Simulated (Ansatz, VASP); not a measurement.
## Ba: VASP beside Ansatz

```
CELL_PARAMETERS angstrom
4.09603 0.00000 0.00000
-2.04802 3.54727 0.00000
0.00000 0.00000 3.91341
ATOMIC_POSITIONS crystal
Ba 0.00000 0.00000 0.00000
```

Change from the starting cell: strain -0.050 along x and y, +0.000 along z, atoms carried along.

Alike in both runs: task single point; functional PBE; k mesh 15 × 15 × 12; occupations gaussian, width 0.15 eV; no spin polarisation.

|  | VASP | Ansatz |
| --- | --- | --- |
| version | VASP 6.6.1 | Ansatz 0.2.0 |
| potentials or method | VASP PAW PBE potentials, release 64 (Ba_sv), cutoff 520 eV | scalar-relativistic, plane waves, PAW |
| valence electrons in the cell | 10 | 10 |

|  | VASP | Ansatz | Ansatz less VASP |
| --- | --- | --- | --- |
| gap on the k mesh at the Fermi level (eV) | none | none | - |
| pressure (GPa) | 1.0 | 0.8 | -0.13 |
| traceless stress, the component that is largest in VASP (GPa) | -0.81 | -0.85 | -0.037 |

A gap of «none» marks a metal or a gap that the smearing closes.

Neither program's run includes spin-orbit coupling.
